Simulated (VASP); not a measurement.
A run of VASP 6.6.1:

File INCAR:

```
ALGO = Fast ; EDIFF = 1E-7
ENCUT = 520 ; GGA = PE
ISIF = 2 ; ISMEAR = 0
LASPH = T ; LCHARG = F
LREAL = F ; LWAVE = F
NBANDS = 14 ; NELM = 100
PREC = Accurate ; SIGMA = 0.15
```

File KPOINTS:

```
k-points
0
Gamma
  21 21 12
```

File POSCAR:

```
TiAl
1.0
    2.7776009532      0.0000000000      0.0000000000
   -1.3888004766      2.4054729871      0.0000000000
    0.0000000000      0.0000000000      4.9849757086
Ti Al
1 1
Direct
    0.0000000000      0.0000000000      0.0000000000
    0.3333333333      0.6666666667      0.5000000000
```

Potentials or basis: VASP PAW PBE potentials, release 64 (Ti_sv, Al).

The run is started by

```bash
$ cat potpaw_PBE.64/Ti_sv/POTCAR potpaw_PBE.64/Al/POTCAR > POTCAR
$ mpirun -np 1 vasp_std > vasp.out
```

Hardware: 1 thread of AMD EPYC 9R45 96-Core Processor (Zen 5), on a shared host.

Q: Estimate the wall time of this run.

A: Wall time 4.1 min on 1 thread of AMD EPYC 9R45 96-Core Processor (Zen 5) (shared host), peak memory 0.25 GiB. Counts: scf iterations 36, k points 336.
